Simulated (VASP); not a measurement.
Wanted: the native input for a VASP 6.6.1 run.

```yaml
Task: single point
Functional: PBEsol
Potentials_or_basis: VASP PAW PBE potentials, release 64 (Ge_d, Ga_d)
Cutoff: 520 eV
k_mesh: 7 × 7 × 7
Occupations: fermi-dirac, width 0.05 eV
Spin: no spin polarisation
Dipole_correction: no
Further_INCAR_settings: ALGO = Normal; EDIFF = 1e-07; NBANDS = 36
```

The structure of GaGe3 lies in POSCAR:

```
GaGe3
1.0
    0.0000000000      3.2032744827      3.2032744827
    3.2032744827      0.0000000000      3.2032744827
    3.2032744827      3.2032744827      0.0000000000
Ge Ga
3 1
Direct
    0.5000000000      0.5000000000      0.5000000000
    0.7500000000      0.7500000000      0.7500000000
    0.2500000000      0.2500000000      0.2500000000
    0.0000000000      0.0000000000      0.0000000000
```

One way to write it, as run:

INCAR

```
SYSTEM = GaGe3
  ALGO = Normal
  EDIFF = 1E-7
  ENCUT = 520
  GGA = PS
  ISIF = 2
  ISMEAR = -1
  LASPH = .True.
  LCHARG = .False.
  LREAL = .False.
  LWAVE = .False.
  NBANDS = 36
  NELM = 100
  PREC = Accurate
  SIGMA = 0.05
```

KPOINTS

```
k-points
0
Gamma
  7 7 7
  0 0 0
```

Potentials or basis: VASP PAW PBE potentials, release 64 (Ge_d, Ga_d).

Launch:

```sh
$ cat potpaw_PBE.64/Ge_d/POTCAR potpaw_PBE.64/Ga_d/POTCAR > POTCAR
$ mpirun -np 1 vasp_std > vasp.out
```

It gave:

The pressure is 10.1 GPa and the band gap on the k mesh is zero (an odd number of electrons rules out a gap without spin polarisation).

Caveat: the cell stands under pressure; the PAW data sets were made with another functional, which shifts forces and pressure a little.

Wall time 55 s on 1 thread of Intel(R) Xeon(R) Platinum 8375C CPU @ 2.90GHz (Ice Lake), on a shared host, peak memory 0.22 GiB.
